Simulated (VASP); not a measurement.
# Zr (P-1) in VASP: further runs

Zr is run at these levels: LDA; tasks: single point.

All numbers are computed with VASP 6.6.1; they aren't measurements. Logs are shortened: lines on timing, memory, paths and dates and some standing lists are left out, and cuts for length are marked.

## Step 1: The cell of the first run

The typed cell holds 2 atoms: a = 3.232 Å, b = 3.260 Å, c = 5.148 Å, α = 90.41°, β = 91.14°, γ = 120.85°.

## Step 2: Single point, LDA (equal xy, yz and zx shear strains of -2 %)

INCAR reads:

```
  PREC = Accurate
  ENCUT = 520
  EDIFF = 1E-7
  ISMEAR = -1
  SIGMA = 0.03
  LREAL = F
  LASPH = T
  NELM = 80
  ALGO = Normal
  ISIF = 2
  LWAVE = F
  LCHARG = F
  GGA = CA
  NBANDS = 19
```

KPOINTS reads:

```
regular mesh
0
Gamma
  13 13 7
```

POSCAR reads:

```
Zr
1.0
    3.2319982225     -0.0323199822     -0.0323199822
   -1.6439890369      2.8151525567     -0.0118299345
   -0.0514700000     -0.0514700000      5.1470000000
Zr
2
Direct
    0.3333333333      0.6666666667      0.2500000000
    0.6666666667      0.3333333333      0.7500000000
```

Potentials or basis: VASP PAW LDA potentials, release 64 (Zr_sv).

Launch:

```console
$ cat potpaw_LDA.64/Zr_sv/POTCAR > POTCAR
$ mpirun -np 1 vasp_std > vasp.out
```

OUTCAR:

```text
PREC = Accurate
   ENCUT = 520
   EDIFF = 1E-7
   ISMEAR = -1
   LREAL = F
   LASPH = T
   NELM = 80
   ISIF = 2
   GGA = CA

 ion  position               nearest neighbor table
   1  0.333  0.667  0.250-   2 3.13   2 3.15   2 3.18   2 3.20   2 3.21   2 3.21
   2  0.667  0.333  0.750-   1 3.13   1 3.15   1 3.18   1 3.20   1 3.21   1 3.21

  LATTYP: Found a triclinic cell.
 ALAT       =     3.2043532150
 B/A-ratio  =     1.0087281861
 C/A-ratio  =     1.6064130041
 COS(alpha) =     0.0198960208
 COS(beta)  =     0.0274156886
 COS(gamma) =     0.4869832430

  Lattice vectors:

 A1 = (   1.5880091856,   2.7828325745,  -0.0441499167)
 A2 = (   3.2319982225,  -0.0323199822,  -0.0323199822)
 A3 = (   0.0514700000,   0.0514700000,  -5.1470000000)

Analysis of symmetry for initial positions (statically):
=====================================================================
 Subroutine PRICEL returns:
 Original cell was already a primitive cell.

 Routine SETGRP: Setting up the symmetry group for a
 triclinic supercell.

 Subroutine GETGRP returns: Found  2 space group operations
 (whereof  2 operations were pure point group operations)
 out of a pool of  2 trial point group operations.

The static configuration has the point symmetry S_2 .

Analysis of symmetry for dynamics (positions and initial velocities):
=====================================================================
 Subroutine PRICEL returns:
 Original cell was already a primitive cell.

 Routine SETGRP: Setting up the symmetry group for a
 triclinic supercell.

 Subroutine GETGRP returns: Found  2 space group operations
 (whereof  2 operations were pure point group operations)
 out of a pool of  2 trial point group operations.

The dynamic configuration has the point symmetry S_2 .

 Subroutine INISYM returns: Found  2 space group operations
 (whereof  2 operations are pure point group operations),
 and found     1 'primitive' translations

----------------------------------------------------------------------------------------

                                     Primitive cell

  volume of cell :      46.5474

  direct lattice vectors                    reciprocal lattice vectors
     3.231998223 -0.032319982 -0.032319982     0.311273395  0.181797742  0.004930711
    -1.643989037  2.815152557 -0.011829935     0.003609531  0.357343593  0.003609531
    -0.051470000 -0.051470000  5.147000000     0.001962901  0.001962901  0.194327193

  length of vectors
     3.232321406  3.260049665  5.147514674     0.360507778  0.357380051  0.194347019

  position of ions in fractional coordinates (direct lattice)
     0.333333333  0.666666667  0.250000000
     0.666666667  0.333333333  0.750000000

  ion indices of the primitive-cell ions
   primitive index   ion index
                 1           1
                 2           2

----------------------------------------------------------------------------------------

 KPOINTS: regular mesh

Automatic generation of k-mesh.
 Grid dimensions read from file:
 generate k-points for:   13   13    7

 Generating k-lattice:

  Cartesian coordinates                     Fractional coordinates (reciprocal lattice)
     0.023944107  0.013984442  0.000379285     0.076923077  0.000000000 -0.000000000
     0.000277656  0.027487969  0.000277656     0.000000000  0.076923077  0.000000000
     0.000280414  0.000280414  0.027761028     0.000000000 -0.000000000  0.142857143

  Length of vectors
     0.027731368  0.027490773  0.027763860

  Shift w.r.t. Gamma in fractional coordinates (k-lattice)
     0.000000000  0.000000000  0.000000000

 Subroutine IBZKPT returns following result:
 ===========================================

 Found    592 irreducible k-points:

 Following reciprocal coordinates:
            Coordinates               Weight
  0.000000  0.000000  0.000000      1.000000
  0.076923  0.000000  0.000000      2.000000
  0.153846  0.000000  0.000000      2.000000
  0.230769  0.000000  0.000000      2.000000
  0.307692  0.000000  0.000000      2.000000
  0.384615  0.000000  0.000000      2.000000
[... 16 lines left out ...]
  0.153846  0.153846 -0.000000      2.000000
  0.230769  0.153846  0.000000      2.000000
 [... further k-points ...]
   k-points           NKPTS =    592   k-points in BZ     NKDIM =    592   number of bands    NBANDS=     19
   number of dos      NEDOS =    301   number of ions     NIONS =      2
   total plane-waves  NPLWV =  23040
   dimension x,y,z NGX =    24 NGY =   24 NGZ =   40
   dimension x,y,z NGXF=    48 NGYF=   48 NGZF=   80
   ions per type =               2
   NGX,Y,Z   is equivalent  to a cutoff of  12.34, 12.24, 12.92 a.u.
   NGXF,Y,Z  is equivalent  to a cutoff of  24.69, 24.48, 25.84 a.u.
 SYSTEM =  unknown system
   PREC   = accura    normal or accurate (medium, high low for compatibility)
   ISTART =      0    job   : 0-new  1-cont  2-samecut
   ICHARG =      2    charge: 1-file 2-atom 10-const
   ISPIN  =      1    spin polarized calculation?
   LNONCOLLINEAR =      F non collinear calculations
   LSORBIT =      F    spin-orbit coupling
   LASPH  =      T    aspherical Exc in radial PAW
   ENCUT  =  520.0 eV  38.22 Ry    6.18 a.u.   6.01  6.06  9.57*2*pi/ulx,y,z
   NELM   =     80;   NELMIN=  2; NELMDL= -5     # of ELM steps
   EDIFF  = 0.1E-06   stopping-criterion for ELM
   LREAL  =      F    real-space projection
   EDIFFG = 0.1E-05   stopping-criterion for IOM
   NSW    =      0    number of steps for IOM
   IBRION =     -1    ionic relax: 0-MD 1-quasi-New 2-CG
   NFREE  =      0    steps in history (QN), initial steepest desc. (CG)
   ISIF   =      2    stress and relaxation
   ISYM   =      2    0-nonsym 1-usesym 2-fastsym
   POTIM  = 0.5000    time-step for ionic-motion
   TEBEG  =    0.0;   TEEND  =   0.0 temperature during run
   PSTRESS=    0.0 pullay stress
   NELECT =      24.0000    total number of electrons
   NUPDOWN=      -1.0000    fix difference up-down
   EMIN   =  10.00;   EMAX   =-10.00  energy-range for DOS
   EFERMI =   0.00;   METHOD = LEGACY
   ISMEAR =    -1;   SIGMA  =   0.03  broadening in eV -4-tet -1-fermi 0-gaus
   EFERMI_NEDOS =   21; number of points for ismear=-14 and -15
   IALGO  =     38    algorithm
   IMIX   =      4    mixing-type and parameters
     AMIX     =   0.40;   BMIX     =  1.00
     AMIX_MAG =   1.60;   BMIX_MAG =  1.00
  volume/ion in A,a.u.               =      23.27       157.06
  Fermi-wavevector in a.u.,A,eV,Ry     =   1.312744  2.480726 23.446868  1.723296
  Thomas-Fermi vector in A             =   2.443115
   LORBIT       =      0    0 simple, 1 ext, 2 COOP (PROOUT), +10 PAW based schemes
   GGA     = CA    functional components
   LHFCALC =     F    Hartree Fock is set to
   AEXX    =    0.0000 exact exchange contribution
   IVDW    =     0    specifies the selected vdW correction
   LEPSILON=     F    determine dielectric tensor
   LRPA    =     F    only Hartree local field effects (RPA)
 non-spin polarized calculation
  energy-cutoff  :      520.00
  volume of cell :       46.55
 maximum number of plane-waves:      1270
   NGX = 13   NGY = 13   NGZ = 19

 number of electron      24.0000000 magnetization

 Free energy of the ion-electron system (eV)
  ---------------------------------------------------
  ext. energy  EPLUGINS =         0.00000000
  ---------------------------------------------------
  free energy    TOTEN  =       -18.52356565 eV

  energy without entropy =      -18.51691050  energy(sigma->0) =      -18.52023807

 E-fermi :   8.8057     XC(G=0): -11.2959

 val. band max:        8.8026766256   @ k =   0.4615   0.1538   0.2857
 cond. band min:       8.8059334616   @ k =  -0.0769  -0.0769   0.1429
 fundamental gap:      0.0032568360
 Fermi energy:         8.8057387436

 k-point     1 :       0.0000    0.0000    0.0000
  band No.  band energies     occupation
      1     -39.7636      2.00000
      2     -39.6038      2.00000
      3     -18.4450      2.00000
      4     -17.5683      2.00000
      5     -17.5426      2.00000
      6     -17.4242      2.00000
[... 11 lines left out ...]
     18      10.9533      0.00000
     19      13.1464      0.00000

 k-point     2 :       0.0769    0.0000    0.0000
  band No.  band energies     occupation
      1     -39.7564      2.00000
      2     -39.6008      2.00000
      3     -18.4260      2.00000
      4     -17.5901      2.00000
      5     -17.5773      2.00000
      6     -17.4500      2.00000
[... 11 lines left out ...]
     18      10.7881      0.00000
     19      13.2654      0.00000

 k-point     3 :       0.1538    0.0000    0.0000
  band No.  band energies     occupation
      1     -39.7360      2.00000
      2     -39.5926      2.00000
      3     -18.3713      2.00000
      4     -17.7031      2.00000
      5     -17.6194      2.00000
      6     -17.5637      2.00000
[... 11 lines left out ...]
     18      10.7785      0.00000
     19      13.5069      0.00000

 k-point     4 :       0.2308    0.0000    0.0000
  band No.  band energies     occupation
      1     -39.7061      2.00000
      2     -39.5820      2.00000
      3     -18.2873      2.00000
      4     -17.8667      2.00000
      5     -17.7227      2.00000
      6     -17.6715      2.00000
[... 11 lines left out ...]
     18      11.4614      0.00000
     19      13.7378      0.00000

 k-point     5 :       0.3077    0.0000    0.0000
  band No.  band energies     occupation
      1     -39.6722      2.00000
      2     -39.5728      2.00000
      3     -18.1852      2.00000
      4     -18.0391      2.00000
      5     -17.8844      2.00000
      6     -17.7244      2.00000
[... 11 lines left out ...]
     18      12.3244      0.00000
     19      13.9012      0.00000
[... 334 lines left out ...]
      2     -39.5933      2.00000
      3     -18.3734      2.00000
      4     -17.7092      2.00000
      5     -17.6056      2.00000
      6     -17.5689      2.00000
[... 11 lines left out ...]
     18      10.8938      0.00000
     19      13.5290      0.00000

 k-point    22 :       0.0769    0.1538    0.0000
  band No.  band energies     occupation
      1     -39.7181      2.00000
      2     -39.5862      2.00000
      3     -18.3209      2.00000
      4     -17.7975      2.00000
      5     -17.7120      2.00000
      6     -17.6039      2.00000
[... 11 lines left out ...]
     18      11.3531      0.00000
     19      13.6020      0.00000

 k-point    23 :       0.1538    0.1538   -0.0000
  band No.  band energies     occupation
      1     -39.6905      2.00000
      2     -39.5775      2.00000
      3     -18.2407      2.00000
      4     -17.8983      2.00000
      5     -17.8698      2.00000
      6     -17.6497      2.00000
[... 11 lines left out ...]
     18      12.2048      0.00000
     19      13.6577      0.00000

 k-point    24 :       0.2308    0.1538    0.0000
  band No.  band energies     occupation
      1     -39.6593      2.00000
      2     -39.5705      2.00000
      3     -18.1428      2.00000
      4     -18.0340      2.00000
      5     -17.9756      2.00000
      6     -17.7241      2.00000
[... 11 lines left out ...]
     18      13.2365      0.00000
     19      13.7089      0.00000

 [... further k-points ...]

------------------------ aborting loop because EDIFF is reached ----------------------------------------

  FORCE on cell =-STRESS in cart. coord.  units (eV):
  Direction    XX          YY          ZZ          XY          YZ          ZX
  --------------------------------------------------------------------------------------
  -------------------------------------------------------------------------------------
  Total       -1.8318688     -1.8149192     -1.6162834      0.2397862      0.1141074      0.1164473
  in kB      -63.0534852    -62.4700764    -55.6329715      8.2535138      3.9276123      4.0081515
  external PRESSURE =     -60.3855110 kB  Pullay stress =       0.0000000 kB

 VOLUME and BASIS-vectors are now :
 -----------------------------------------------------------------------------
  energy-cutoff  :      520.00
  volume of cell :       46.55
      direct lattice vectors                 reciprocal lattice vectors
     3.231998223 -0.032319982 -0.032319982     0.311273395  0.181797742  0.004930711
    -1.643989037  2.815152557 -0.011829935     0.003609531  0.357343593  0.003609531
    -0.051470000 -0.051470000  5.147000000     0.001962901  0.001962901  0.194327193

 POSITION                                       TOTAL-FORCE (eV/Angst)
 -----------------------------------------------------------------------------------
     -0.03153      1.85313      1.26809         0.036663      0.002302      0.005871
      1.56807      0.87824      3.83476        -0.036663     -0.002302     -0.005871
 -----------------------------------------------------------------------------------
    total drift:                               -0.000000      0.000000     -0.000000

  FREE ENERGIE OF THE ION-ELECTRON SYSTEM (eV)
  ---------------------------------------------------
  free  energy   TOTEN  =       -18.5235656521 eV

  energy  without entropy=      -18.5169104968  energy(sigma->0) =      -18.52023807
```

Wall time 5.4 min (1 thread of AMD EPYC 7R13 (Zen 3), shared host); peak memory 0.45 GiB.

What came out:

- Free energy: -18.5236 eV
- Pressure: -6.0 GPa
- Largest force: 0.037 eV/Å
- Band gap on the k mesh: zero (bands 12 and 13 overlap by 1.21 eV)

Forces in eV/Å, atoms in the order of the input:
```
Zr   0.037  0.002  0.006
Zr  -0.037 -0.002 -0.006
```

Levels at points of the mesh, in eV from the Fermi level:
```csv
k point,band 9,band 10,band 11,band 12,band 13,band 14,band 15,band 16
"(0.00, 0.00, 0.00)",-5.64,-3.04,0.65,0.96,0.99,1.25,1.36,1.65
```

Caveat: the cell differs from its parent crystal (equal xy, yz and zx shear strains of -2 %); the cell stands under tension.

(Part 1 of 2 ends here.)
